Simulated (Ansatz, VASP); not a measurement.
TaBr3F in VASP and in Ansatz

```xyz
5
Lattice="4.7850 0.0000 0.0000 0.0000 4.7850 0.0000 0.0000 0.0000 4.7850" Properties=species:S:1:pos:R:3 pbc="T T T"
Ta    0.0000    0.0000    0.0000
Br    2.3925    0.0000    2.3925
Br    0.0000    2.3925    2.3925
Br    2.3925    2.3925    0.0000
F     2.3925    2.3925    2.3925
```

Change from the starting cell: species swapped into the Ba3PbO type (Pm-3m, No. 221).

Alike in both runs: functional PBE; k mesh 8 × 8 × 8; occupations gaussian, width 0.1 eV; no spin polarisation.

Ansatz relaxed the structure, and its values are those at the end. VASP's run is a single point on that final structure, the one shown.

|  | VASP | Ansatz |
| --- | --- | --- |
| version | VASP 6.6.1 | Ansatz 0.2.0 |
| potentials or method | VASP PAW PBE potentials, release 64 (Ta_pv, Br, F), cutoff 520 eV | scalar-relativistic, plane waves, PAW |
| valence electrons in the cell | 39 | 41 |

VASP gave:

- gap on the k mesh at the Fermi level (eV): none
- pressure (GPa): -0.1

**Question.** What did Ansatz give for the same quantities?

**Answer.** gap on the k mesh at the Fermi level (eV): none; pressure (GPa): 0.0.

A gap of «none» marks a metal or a gap that the smearing closes. VASP's potentials hold 39 valence electrons a cell and Ansatz's 41, so a difference there can come from the potentials and not from the codes.

Neither program's run includes spin-orbit coupling.
